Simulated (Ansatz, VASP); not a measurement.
## TaN: VASP beside Ansatz

```
Ta N
1.0
     0.00000    2.20982    2.20982
     2.20982    0.00000    2.20982
     2.20982    2.20982    0.00000
Ta N
1 1
Direct
  0.50000 0.50000 0.50000
  0.00000 0.00000 0.00000
```

Alike in both runs: functional PBE; k mesh 6 × 6 × 6; occupations gaussian, width 0.1 eV; no spin polarisation.

Ansatz relaxed the structure, and its values are those at the end. VASP's run is a single point on that final structure, the one shown.

|  | VASP | Ansatz |
| --- | --- | --- |
| version | VASP 6.6.1 | Ansatz 0.2.0 |
| potentials or method | VASP PAW PBE potentials, release 64 (Ta_pv, N), cutoff 600 eV | scalar-relativistic, plane waves, PAW |
| valence electrons in the cell | 16 | 18 |

```csv
,VASP,Ansatz,Ansatz less VASP
gap on the k mesh at the Fermi level (eV),none,none,-
pressure (GPa),0.6,-0.1,-0.71
```

A gap of «none» marks a metal or a gap that the smearing closes. VASP's potentials hold 16 valence electrons a cell and Ansatz's 18, so a difference there can come from the potentials and not from the codes.

The k mesh is coarse, so the values compare programs but aren't converged. Spin-orbit coupling is off throughout.
